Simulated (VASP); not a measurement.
Wanted: the native input for a VASP 6.6.1 run.

| Item | Value |
| --- | --- |
| Task | single point |
| Functional | r2SCAN |
| Potentials or basis | VASP PAW PBE potentials, release 64 (Hf_pv, H) |
| Cutoff | 520 eV |
| k mesh | 16 × 16 × 16 |
| Occupations | gaussian, width 0.1 eV |
| Spin | no spin polarisation |
| Dipole correction | no |
| Further INCAR settings | ALGO = Normal; EDIFF = 1e-06; NBANDS = 13 |

Crystal: HfH2.

```
Hf H
1.0
    -1.69267    1.69267    2.05296
     1.69267   -1.69267    2.05296
     1.69267    1.69267   -2.05296
Hf H
1 2
Direct
  0.00000 0.00000 0.00000
  0.75000 0.25000 0.50000
  0.25000 0.75000 0.50000
```

One way to write it, as run:

POSCAR

```
HfH2
1.0
   -1.6926687181      1.6926687181      2.0529599654
    1.6926687181     -1.6926687181      2.0529599654
    1.6926687181      1.6926687181     -2.0529599654
Hf H
1 2
Direct
    0.0000000000      0.0000000000      0.0000000000
    0.7500000000      0.2500000000      0.5000000000
    0.2500000000      0.7500000000      0.5000000000
```

INCAR.step1

```
PREC = Accurate
ENCUT = 520
ISMEAR = 0
SIGMA = 0.1
LREAL = False
LASPH = True
NELM = 100
NBANDS = 13
GGA = PE
ALGO = Normal
EDIFF = 1E-4
LWAVE = True
LCHARG = False
```

INCAR.step2

```
PREC = Accurate
ENCUT = 520
EDIFF = 1E-6
ISMEAR = 0
SIGMA = 0.1
LREAL = False
LASPH = True
NELM = 100
ALGO = Normal
ISIF = 2
LWAVE = False
LCHARG = True
METAGGA = R2SCAN
LMIXTAU = True
LELF = True
LVHAR = True
NBANDS = 13
ISTART = 1
```

KPOINTS

```
regular mesh
0
Gamma
  16 16 16
```

Potentials or basis: VASP PAW PBE potentials, release 64 (Hf_pv, H).

Command:

```sh
$ cat potpaw_PBE.64/Hf_pv/POTCAR potpaw_PBE.64/H/POTCAR > POTCAR
$ cp INCAR.step1 INCAR
$ mpirun -np 1 vasp_std > vasp.out
$ cp INCAR.step2 INCAR
$ mpirun -np 1 vasp_std > vasp.out
```

It gave:

| Item | Value |
| --- | --- |
| Pressure | 16.0 GPa |
| Band gap on the k mesh | zero (bands 6 and 7 overlap by 1.35 eV) |

Caveat: the cell stands under pressure; the PAW data sets were made with another functional, which shifts forces and pressure a little; spin-orbit coupling is left out, which moves the levels of the heavy elements.

Run time: 8 min on 1 thread of Oxide Virtual Turin-like Processor, on a shared host, peak memory 0.2 GiB.
